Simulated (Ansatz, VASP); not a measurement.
Ba3MgB2O: VASP beside Ansatz

```
Ba Mg B O
1.0
     2.92558    1.68909    4.75709
    -2.92558    1.68909    4.75709
     0.00000   -3.37817    4.75709
Ba Mg B O
3 1 2 1
Direct
  0.50000 0.50000 0.00000
  0.00000 0.50000 0.50000
  0.50000 0.00000 0.50000
  0.00000 0.00000 0.00000
  0.78173 0.78173 0.78173
  0.21827 0.21827 0.21827
  0.50000 0.50000 0.50000
```

Change from the starting cell: species swapped into the InRh3PbS2 type (R-3m, No. 166).

Alike in both runs: task single point; functional PBE; k mesh 6 × 6 × 6; occupations gaussian, width 0.1 eV; no spin polarisation.

|  | VASP | Ansatz |
| --- | --- | --- |
| version | VASP 6.6.1 | Ansatz 0.2.0 |
| potentials or method | VASP PAW PBE potentials, release 64 (Ba_sv, Mg, B, O), cutoff 520 eV | scalar-relativistic, plane waves, PAW |
| valence electrons in the cell | 44 | 52 |

Ansatz gave:

```
gap on the k mesh at the Fermi level (eV)                     : none
pressure (GPa)                                                : 22.2
traceless stress, the component that is largest in VASP (GPa) : -32.01
rms of the force components (eV/Å)                            : 1.167
```

Question: Which values does VASP return?

Answer: gap on the k mesh at the Fermi level (eV): none; pressure (GPa): 27.0; traceless stress, the component that is largest in VASP (GPa): -34.45; rms of the force components (eV/Å): 1.300.

Atom by atom the forces differ by 0.134 eV/Å (rms over components). A gap of «none» marks a metal or a gap that the smearing closes. With one functional, cell and mesh, what is left measures potentials, basis and numerics. VASP's potentials hold 44 valence electrons a cell and Ansatz's 52, so a difference there can come from the potentials and not from the codes.

Spin-orbit coupling is off throughout.
